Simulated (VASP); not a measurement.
# Al6H in VASP: a series of runs

Runs on Al6H. Level: PBE. Tasks: single point.

All numbers are computed with VASP 6.6.1; they aren't measurements. Logs are shortened: lines on timing, memory, paths and dates and some standing lists are left out, and cuts for length are marked.

## (1) The cell of the first run

The cell holds a slab with vacuum, 14 atoms: a = 5.714 Å, b = 5.714 Å, c = 22.175 Å, α = 90.00°, β = 90.00°, γ = 90.00°.

## (2) Single point, PBE

INCAR

```
SYSTEM = Al6H
PREC     = Accurate       ! precision mode
ENCUT    = 520            ! plane-wave cutoff, eV
EDIFF    = 1E-6           ! SCF threshold, eV
ISMEAR   = 0              ! smearing method
SIGMA    = 0.1            ! smearing width, eV
LREAL    = .False.        ! projectors in reciprocal space
LASPH    = .True.         ! aspherical terms in the spheres
NELM     = 60             ! most SCF steps
ALGO     = Normal         ! electronic algorithm
ISIF     = 2              ! what is computed and relaxed
LWAVE    = .False.        ! write WAVECAR
LCHARG   = .False.        ! write CHGCAR
LDIPOL   = .True.       
IDIPOL   = 3            
DIPOL    = 0.5 0.5 0.307
GGA      = PE             ! functional
NBANDS   = 32             ! bands
```

KPOINTS

```
Automatic mesh
0
Gamma
  5 5 1
  0 0 0
```

POSCAR

```
Al6H
1.0
    5.7135165837      0.0000000000      0.0000000000
    0.0000000000      5.7135165837      0.0000000000
    0.0000000000      0.0000000000     22.1746954375
Al H
12 2
Direct
    0.2500000000      0.2500000000      0.1803857921
    0.2500000000      0.7500000000      0.1803857921
    0.7500000000      0.2500000000      0.1803857921
    0.7500000000      0.7500000000      0.1803857921
    0.0000000000      0.0000000000      0.2744050924
    0.0000000000      0.5000000000      0.2744050924
    0.5000000000      0.0000000000      0.2744050924
    0.5000000000      0.5000000000      0.2744050924
    0.2500000000      0.2500000000      0.3686497278
    0.2500000000      0.7500000000      0.3686497278
    0.7500000000      0.2500000000      0.3686497278
    0.7500000000      0.7500000000      0.3686497278
    0.0000000000     -0.0804233248      0.5039390719
    0.0000000000      0.0804233248      0.5039390719
```

Potentials or basis: VASP PAW PBE potentials, release 64 (Al, H).

Started as:

```
$ cat potpaw_PBE.64/Al/POTCAR potpaw_PBE.64/H/POTCAR > POTCAR
$ mpirun -np 1 vasp_std > vasp.out
```

OUTCAR:

```text
SYSTEM = Al6H
   PREC = Accurate
   ENCUT = 520
   EDIFF = 1E-6
   ISMEAR = 0
   LREAL = .False.
   LASPH = .True.
   NELM = 60
   ISIF = 2
   GGA = PE

 ion  position               nearest neighbor table
   1  0.250  0.250  0.180-   2 2.86   3 2.86   2 2.86   3 2.86   7 2.90   8 2.90   5 2.90   6 2.90

   2  0.250  0.750  0.180-   1 2.86   4 2.86   1 2.86   4 2.86   7 2.90   8 2.90   5 2.90   6 2.90

   3  0.750  0.250  0.180-   1 2.86   4 2.86   4 2.86   1 2.86   7 2.90   8 2.90   5 2.90   6 2.90
[... 15 lines left out ...]
  11  0.750  0.250  0.369-   9 2.86  12 2.86  12 2.86   9 2.86   5 2.91   6 2.91   7 2.91   8 2.91

  12  0.750  0.750  0.369-  10 2.86  11 2.86  11 2.86  10 2.86   5 2.91   6 2.91   7 2.91   8 2.91

  13  0.000  0.920  0.504-
  14  0.000  0.080  0.504-

  LATTYP: Found a simple tetragonal cell.
 ALAT       =     5.7135165837
 C/A-ratio  =     3.8810940885

  Lattice vectors:

 A1 = (   5.7135165837,   0.0000000000,   0.0000000000)
 A2 = (   0.0000000000,   5.7135165837,   0.0000000000)
 A3 = (   0.0000000000,   0.0000000000,  22.1746954375)

Analysis of symmetry for initial positions (statically):
=====================================================================
 Subroutine PRICEL returns:
 Original cell was already a primitive cell.

 Routine SETGRP: Setting up the symmetry group for a
 simple tetragonal supercell.

 Subroutine GETGRP returns: Found  4 space group operations
 (whereof  4 operations were pure point group operations)
 out of a pool of 16 trial point group operations.

The static configuration has the point symmetry C_2v.

Analysis of symmetry for dynamics (positions and initial velocities):
=====================================================================
 Subroutine PRICEL returns:
 Original cell was already a primitive cell.

 Routine SETGRP: Setting up the symmetry group for a
 simple tetragonal supercell.

 Subroutine GETGRP returns: Found  4 space group operations
 (whereof  4 operations were pure point group operations)
 out of a pool of 16 trial point group operations.

The dynamic configuration has the point symmetry C_2v.

 Subroutine INISYM returns: Found  4 space group operations
 (whereof  4 operations are pure point group operations),
 and found     1 'primitive' translations

----------------------------------------------------------------------------------------

                                     Primitive cell

  volume of cell :     723.8768

  direct lattice vectors                    reciprocal lattice vectors
     5.713516584  0.000000000  0.000000000     0.175023558  0.000000000  0.000000000
     0.000000000  5.713516584  0.000000000     0.000000000  0.175023558  0.000000000
     0.000000000  0.000000000 22.174695437     0.000000000  0.000000000  0.045096448

  length of vectors
     5.713516584  5.713516584 22.174695437     0.175023558  0.175023558  0.045096448

  position of ions in fractional coordinates (direct lattice)
     0.250000000  0.250000000  0.180385792
     0.250000000  0.750000000  0.180385792
     0.750000000  0.250000000  0.180385792
     0.750000000  0.750000000  0.180385792
     0.000000000  0.000000000  0.274405092
     0.000000000  0.500000000  0.274405092
     0.500000000  0.000000000  0.274405092
     0.500000000  0.500000000  0.274405092
     0.250000000  0.250000000  0.368649728
     0.250000000  0.750000000  0.368649728
     0.750000000  0.250000000  0.368649728
     0.750000000  0.750000000  0.368649728
     0.000000000  0.919576675  0.503939072
     0.000000000  0.080423325  0.503939072

  ion indices of the primitive-cell ions
   primitive index   ion index
                 1           1
                 2           2
                 3           3
                 4           4
                 5           5
                 6           6
                 7           7
                 8           8
                 9           9
                10          10
                11          11
                12          12
                13          13
                14          14

----------------------------------------------------------------------------------------

 KPOINTS: Automatic mesh

Automatic generation of k-mesh.
 Grid dimensions read from file:
 generate k-points for:    5    5    1

 Generating k-lattice:

  Cartesian coordinates                     Fractional coordinates (reciprocal lattice)
     0.035004712  0.000000000  0.000000000     0.200000000  0.000000000  0.000000000
     0.000000000  0.035004712  0.000000000     0.000000000  0.200000000  0.000000000
     0.000000000  0.000000000  0.045096448     0.000000000  0.000000000  1.000000000

  Length of vectors
     0.035004712  0.035004712  0.045096448

  Shift w.r.t. Gamma in fractional coordinates (k-lattice)
     0.000000000  0.000000000  0.000000000

 Subroutine IBZKPT returns following result:
 ===========================================

 Found      9 irreducible k-points:

 Following reciprocal coordinates:
            Coordinates               Weight
  0.000000  0.000000  0.000000      1.000000
  0.200000  0.000000  0.000000      2.000000
  0.000000  0.200000  0.000000      2.000000
  0.400000  0.000000  0.000000      2.000000
  0.000000  0.400000  0.000000      2.000000
  0.200000  0.200000  0.000000      4.000000
  0.400000  0.200000  0.000000      4.000000
 -0.200000  0.400000  0.000000      4.000000
  0.400000  0.400000  0.000000      4.000000
   k-points           NKPTS =      9   k-points in BZ     NKDIM =      9   number of bands    NBANDS=     32
   number of dos      NEDOS =    301   number of ions     NIONS =     14
   total plane-waves  NPLWV = 296352
   dimension x,y,z NGX =    42 NGY =   42 NGZ =  168
   dimension x,y,z NGXF=    84 NGYF=   84 NGZF=  336
   ions per type =              12   2
   NGX,Y,Z   is equivalent  to a cutoff of  12.22, 12.22, 12.60 a.u.
   NGXF,Y,Z  is equivalent  to a cutoff of  24.44, 24.44, 25.19 a.u.
 SYSTEM =  Al6H
   PREC   = accura    normal or accurate (medium, high low for compatibility)
   ISTART =      0    job   : 0-new  1-cont  2-samecut
   ICHARG =      2    charge: 1-file 2-atom 10-const
   ISPIN  =      1    spin polarized calculation?
   LNONCOLLINEAR =      F non collinear calculations
   LSORBIT =      F    spin-orbit coupling
   LASPH  =      T    aspherical Exc in radial PAW
   ENCUT  =  520.0 eV  38.22 Ry    6.18 a.u.  10.62 10.62 41.23*2*pi/ulx,y,z
   NELM   =     60;   NELMIN=  2; NELMDL= -5     # of ELM steps
   EDIFF  = 0.1E-05   stopping-criterion for ELM
   LREAL  =      F    real-space projection
   EDIFFG = 0.1E-04   stopping-criterion for IOM
   NSW    =      0    number of steps for IOM
   IBRION =     -1    ionic relax: 0-MD 1-quasi-New 2-CG
   NFREE  =      0    steps in history (QN), initial steepest desc. (CG)
   ISIF   =      2    stress and relaxation
   ISYM   =      2    0-nonsym 1-usesym 2-fastsym
   POTIM  = 0.5000    time-step for ionic-motion
   TEBEG  =    0.0;   TEEND  =   0.0 temperature during run
   PSTRESS=    0.0 pullay stress
   NELECT =      38.0000    total number of electrons
   NUPDOWN=      -1.0000    fix difference up-down
   EMIN   =  10.00;   EMAX   =-10.00  energy-range for DOS
   EFERMI =   0.00;   METHOD = LEGACY
   ISMEAR =     0;   SIGMA  =   0.10  broadening in eV -4-tet -1-fermi 0-gaus
   EFERMI_NEDOS =   21; number of points for ismear=-14 and -15
   IALGO  =     38    algorithm
   IMIX   =      4    mixing-type and parameters
     AMIX     =   0.40;   BMIX     =  1.00
     AMIX_MAG =   1.60;   BMIX_MAG =  1.00
  volume/ion in A,a.u.               =      51.71       348.93
  Fermi-wavevector in a.u.,A,eV,Ry     =   0.612982  1.158368  5.112350  0.375747
  Thomas-Fermi vector in A             =   1.669467
   LORBIT       =      0    0 simple, 1 ext, 2 COOP (PROOUT), +10 PAW based schemes
   GGA     = PE    functional components
   LHFCALC =     F    Hartree Fock is set to
   AEXX    =    0.0000 exact exchange contribution
   IVDW    =     0    specifies the selected vdW correction
   LEPSILON=     F    determine dielectric tensor
   LRPA    =     F    only Hartree local field effects (RPA)
 non-spin polarized calculation
 Gauss-broadening in eV      SIGMA  =   0.10
  energy-cutoff  :      520.00
  volume of cell :      723.88
 maximum number of plane-waves:     19525
   NGX = 21   NGY = 21   NGZ = 83

 dipolmoment           0.000000      0.000000      0.000013 electrons x Angstroem

 number of electron      37.9999998 magnetization

 dipolmoment           0.000000      0.000000     -0.005330 electrons x Angstroem

 Free energy of the ion-electron system (eV)
  ---------------------------------------------------
  ext. energy  EPLUGINS =         0.00000000
  ---------------------------------------------------
  free energy    TOTEN  =       -47.66773292 eV

  energy without entropy =      -47.64928503  energy(sigma->0) =      -47.65850897

 E-fermi :  -0.9874     XC(G=0):  -3.9199

 val. band max:       -1.0652623223   @ k =   0.0000   0.4000   0.0000
 cond. band min:      -0.9617086600   @ k =   0.0000   0.0000   0.0000
 fundamental gap:      0.1035536623
 Fermi energy:        -0.9874045344

 k-point     1 :       0.0000    0.0000    0.0000
  band No.  band energies     occupation
      1     -11.0378      2.00000
      2      -8.9398      2.00000
      3      -6.6447      2.00000
      4      -6.6445      2.00000
      5      -6.5549      2.00000
      6      -6.5313      2.00000
[... 295 lines left out ...]
     30       2.0808      0.00000
     31       2.3723      0.00000
 [bands above 31 left out]

------------------------ aborting loop because EDIFF is reached ----------------------------------------

 vacuum level on the upper side and lower side of the slab       (xc-potential included)        -0.035         0.004

  FORCE on cell =-STRESS in cart. coord.  units (eV):
  Direction    XX          YY          ZZ          XY          YZ          ZX
  --------------------------------------------------------------------------------------
  -------------------------------------------------------------------------------------
  Total       -7.5718946    -10.7383562     -0.0523960      0.0000000      0.0000000      0.0000000
  in kB      -16.7590925    -23.7675129     -0.1159695      0.0000000      0.0000000      0.0000000
  external PRESSURE =     -13.5475250 kB  Pullay stress =       0.0000000 kB

 VOLUME and BASIS-vectors are now :
 -----------------------------------------------------------------------------
  energy-cutoff  :      520.00
  volume of cell :      723.88
      direct lattice vectors                 reciprocal lattice vectors
     5.713516584  0.000000000  0.000000000     0.175023558  0.000000000  0.000000000
     0.000000000  5.713516584  0.000000000     0.000000000  0.175023558  0.000000000
     0.000000000  0.000000000 22.174695437     0.000000000  0.000000000  0.045096448

 POSITION                                       TOTAL-FORCE (eV/Angst)
 -----------------------------------------------------------------------------------
      1.42838      1.42838      4.00000         0.001143      0.004483      0.017535
      1.42838      4.28514      4.00000         0.001143     -0.004483      0.017535
      4.28514      1.42838      4.00000        -0.001143      0.004483      0.017535
      4.28514      4.28514      4.00000        -0.001143     -0.004483      0.017535
      0.00000      0.00000      6.08485         0.000000      0.000000      0.002939
      0.00000      2.85676      6.08485         0.000000      0.000000      0.005479
      2.85676      0.00000      6.08485         0.000000      0.000000      0.003631
      2.85676      2.85676      6.08485         0.000000      0.000000      0.019022
      1.42838      1.42838      8.17470         0.013055      0.016768     -0.053407
      1.42838      4.28514      8.17470         0.013055     -0.016768     -0.053407
      4.28514      1.42838      8.17470        -0.013055      0.016768     -0.053407
      4.28514      4.28514      8.17470        -0.013055     -0.016768     -0.053407
      0.00000      5.25402     11.17470         0.000000      3.473164      0.056208
      0.00000      0.45950     11.17470         0.000000     -3.473164      0.056208
 -----------------------------------------------------------------------------------
    total drift:                               -0.000000     -0.000000      0.000164

  FREE ENERGIE OF THE ION-ELECTRON SYSTEM (eV)
  ---------------------------------------------------
  free  energy   TOTEN  =       -47.6677329210 eV

  energy  without entropy=      -47.6492850265  energy(sigma->0) =      -47.65850897

 vacuum level on the upper side and lower side of the slab         3.488         3.520
```

Wall time 13 min (1 thread of Intel Xeon 8259CL, shared host); peak memory 0.7 GiB.

What came out:

| Property | Result |
| --- | --- |
| Free energy | -47.6677 eV |
| Largest force | 3.474 eV/Å |
| Band gap on the k mesh | zero (bands 19 and 20 overlap by 0.54 eV) |

Forces on the atoms (eV/Å):
```
Al   0.001  0.004  0.018
Al   0.001 -0.004  0.018
Al  -0.001  0.004  0.018
Al  -0.001 -0.004  0.018
Al   0.000  0.000  0.003
Al   0.000  0.000  0.005
Al   0.000  0.000  0.004
Al   0.000  0.000  0.019
Al   0.013  0.017 -0.053
Al   0.013 -0.017 -0.053
Al  -0.013  0.017 -0.053
Al  -0.013 -0.017 -0.053
H    0.000  3.473  0.056
H    0.000 -3.473  0.056
```

[end of part 1 of 2]

The gap in the log of VASP goes by the Fermi energy; the results here count the filled bands.